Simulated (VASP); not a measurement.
Input of a VASP 6.6.1 run:

Contents of INCAR:

```
PREC = Accurate
ENCUT = 520
EDIFF = 1E-6
ISMEAR = 0
SIGMA = 0.1
LREAL = False
LASPH = True
NELM = 100
ALGO = Normal
ISIF = 2
LWAVE = False
LCHARG = True
LDIPOL = True
IDIPOL = 3
DIPOL = 0.5 0.5 0.397
GGA = PE
IVDW = 12
LELF = True
LVHAR = True
LVACPOTAV = True
NBANDS = 16
```

KPOINTS

```
regular mesh
0
Gamma
  9 9 1
```

File POSCAR:

```
Si
1.0
    3.8472023583      0.0000000000      0.0000000000
   -1.9236011791      3.3317749758      0.0000000000
    0.0000000000      0.0000000000     18.4446971457
Si
4
Direct
    0.3333333333      0.6666666667      0.2695814701
    0.6666666667      0.3333333333      0.2439725610
    0.3333333333      0.6666666667      0.5500061652
    0.6666666667      0.3333333333      0.5243972561
```

Potentials or basis: VASP PAW PBE potentials, release 64 (Si).

Run with:

```sh
$ cat potpaw_PBE.64/Si/POTCAR > POTCAR
$ mpirun -np 1 vasp_std > vasp.out
```

(1) Predict the largest force.

(2) Predict the band gap on the k mesh.

## Answers

(1) 0.063 eV/Å.

(2) 0.27 eV, direct.
